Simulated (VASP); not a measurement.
Here is a VASP 6.6.1 calculation.

INCAR

```
SYSTEM = B
PREC     = Accurate       ! precision mode
ENCUT    = 520            ! plane-wave cutoff, eV
EDIFF    = 1E-6           ! SCF threshold, eV
ISMEAR   = -1             ! smearing method
SIGMA    = 0.1            ! smearing width, eV
LREAL    = .False.        ! projectors in reciprocal space
LASPH    = .True.         ! aspherical terms in the spheres
NELM     = 80             ! most SCF steps
ALGO     = Normal         ! electronic algorithm
ISIF     = 2              ! what is computed and relaxed
LWAVE    = .False.        ! write WAVECAR
LCHARG   = .False.        ! write CHGCAR
GGA      = PS             ! functional
NBANDS   = 10             ! bands
```

File KPOINTS:

```
Automatic mesh
0
Gamma
  15 15 15
  0 0 0
```

Contents of POSCAR:

```
B
1.0
    0.0000000000      2.0164698572      2.0164698572
    2.0164698572      0.0000000000      2.0164698572
    2.0164698572      2.0164698572      0.0000000000
B
2
Direct
    0.1250000000      0.1250000000      0.1250000000
    0.8750000000      0.8750000000      0.8750000000
```

Potentials or basis: VASP PAW PBE potentials, release 64 (B).

Run with:

```sh
$ cat potpaw_PBE.64/B/POTCAR > POTCAR
$ mpirun -np 1 vasp_std > vasp.out
```

What does it give for the pressure?

0.2 GPa.

What does it give for the band gap on the k mesh?

Zero (band 3 reaches 7.94 eV, above the bottom of band 4 at 1.12 eV).

Caveat: the PAW data sets were made with another functional, which shifts forces and pressure a little.
